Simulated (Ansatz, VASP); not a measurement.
Mg2Zn3O in VASP and in Ansatz

```xyz
6
Lattice="2.4337 1.4051 5.0415 -2.4337 1.4051 5.0415 0.0000 -2.8102 5.0415" Properties=species:S:1:pos:R:3 pbc="T T T"
Mg    0.0000    0.0000   13.2723
Mg    0.0000    0.0000    1.8523
Zn    0.0000    0.0000    7.5623
Zn    0.0000    0.0000   10.2379
Zn    0.0000    0.0000    4.8867
O     0.0000    0.0000    0.0000
```

Alike in both runs: functional PBE; k mesh 4 × 4 × 4; occupations gaussian, width 0.2 eV; no spin polarisation.

Ansatz relaxed the structure, and its values are those at the end. VASP's run is a single point on that final structure, the one shown.

```csv
,VASP,Ansatz
version,VASP 6.6.1,Ansatz 0.2.0
potentials or method,"VASP PAW PBE potentials, release 64 (Mg, Zn, O), cutoff 600 eV","scalar-relativistic, plane waves, PAW"
valence electrons in the cell,46,62
```

```csv
,VASP,Ansatz,Ansatz less VASP
gap on the k mesh at the Fermi level (eV),none,none,-
pressure (GPa),0.0,0.1,+0.08
rms of the force components (eV/Å),0.011,0.005,-0.0059
```

A gap of «none» marks a metal or a gap that the smearing closes. The functional is the same, so the differences come from potentials, cutoffs and numerics. VASP's potentials hold 46 valence electrons a cell and Ansatz's 62, so a difference there can come from the potentials and not from the codes.

The k mesh is coarse, so the values compare programs but aren't converged.
